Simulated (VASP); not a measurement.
Wanted: the native input for a VASP 6.6.1 run.

```
Task                   : electric field gradients
Functional             : LDA
Potentials or basis    : VASP PAW LDA potentials, release 64 (P, Ir)
Cutoff                 : 520 eV
k mesh                 : 11 × 11 × 11
Occupations            : fermi-dirac, width 0.05 eV
Spin                   : no spin polarisation
Dipole correction      : no
Further INCAR settings : ALGO = Normal; EDIFF = 1e-08; NBANDS = 18
```

The structure of PIr2 lies in POSCAR:

```
PIr2
1.0
    0.0000000000      2.7110045559      2.7110045559
    2.7110045559      0.0000000000      2.7110045559
    2.7110045559      2.7110045559      0.0000000000
P Ir
1 2
Direct
    0.0000000000      0.0000000000      0.0000000000
    0.2500000000      0.2500000000      0.2500000000
    0.7500000000      0.7500000000      0.7500000000
```

This cell differs from its parent crystal: volume scaled by 0.94.

These files were run (other wordings do the same):

INCAR

```
SYSTEM = PIr2
ALGO     = Normal         ! electronic algorithm
EDIFF    = 1E-8           ! SCF threshold, eV
ENCUT    = 520            ! plane-wave cutoff, eV
GGA      = CA             ! functional
ISIF     = 2              ! what is computed and relaxed
ISMEAR   = -1             ! smearing method
LASPH    = .True.         ! aspherical terms in the spheres
LCHARG   = .False.        ! write CHGCAR
LEFG     = .True.       
LREAL    = .False.        ! projectors in reciprocal space
LWAVE    = .False.        ! write WAVECAR
NBANDS   = 18             ! bands
NELM     = 80             ! most SCF steps
PREC     = Accurate       ! precision mode
SIGMA    = 0.05           ! smearing width, eV
```

KPOINTS

```
k-points
0
Gamma
  11 11 11
  0 0 0
```

Potentials or basis: VASP PAW LDA potentials, release 64 (P, Ir).

Run with:

```sh
$ cat potpaw_LDA.64/P/POTCAR potpaw_LDA.64/Ir/POTCAR > POTCAR
$ mpirun -np 1 vasp_std > vasp.out
```

It gave:

```json
{
 "Pressure": "18.9 GPa"
}
```

Caveat: without QUAD_EFG the Cq values of the log hold for a quadrupole moment of 1 mb, not for the nuclei.

Run time: 56 s on 1 thread of Intel(R) Xeon(R) Platinum 8259CL CPU @ 2.50GHz (Skylake/Cascade Lake), with other jobs on the host, peak memory 0.17 GiB.
